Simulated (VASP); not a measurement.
TePb: single point with PBE

TePb:

```
Pb Te
1.0
     4.60108    0.00000    0.00000
    -2.30054    3.98465    0.00000
     0.00000    0.00000    8.01481
Pb Te
2 2
Direct
  0.00000 0.00000 0.00000
  0.00000 0.00000 0.50000
  0.33333 0.66667 0.25000
  0.66667 0.33333 0.75000
```

- Program: VASP 6.6.1
- Task: single point
- Functional: PBE
- Potentials or basis: VASP PAW PBE potentials, release 64 (Pb_d, Te)
- Cutoff: 520 eV
- k mesh: 8 × 8 × 6
- Occupations: gaussian, width 0.05 eV
- Spin: no spin polarisation
- Dipole correction: no
- Further INCAR settings: ALGO = Normal; EDIFF = 1e-06; NBANDS = 28

```yaml
Pressure: -0.8 GPa
Band_gap_on_the_k_mesh: 0.25 eV (least direct gap 0.27 eV)
```

Stress tensor (GPa, compression positive):
```
-0.77  0.00  0.00
 0.00 -0.77  0.00
 0.00  0.00 -0.89
```

Levels at points of the mesh, in eV from the valence-band top:
```csv
k point,band 18,band 19,band 20,band 21,band 22,band 23
"(0.00, 0.00, 0.00)",-0.89,-0.89,-0.02,0.25,2.11,2.11
"(0.50, 0.00, 0.00)",-1.03,-1.03,-0.87,0.36,1.08,2.11
"(0.00, 0.00, 0.50)",-1.15,-1.15,-1.15,2.18,2.18,2.20
"(0.50, 0.00, 0.50)",-2.27,-2.03,-2.03,2.14,2.14,2.82
```

Wall time 3.7 min on 1 thread of Intel Xeon 8259CL (shared host), peak memory 0.34 GiB.

Caveat: spin-orbit coupling is left out, which moves the levels of the heavy elements. A k mesh can miss the band edges.
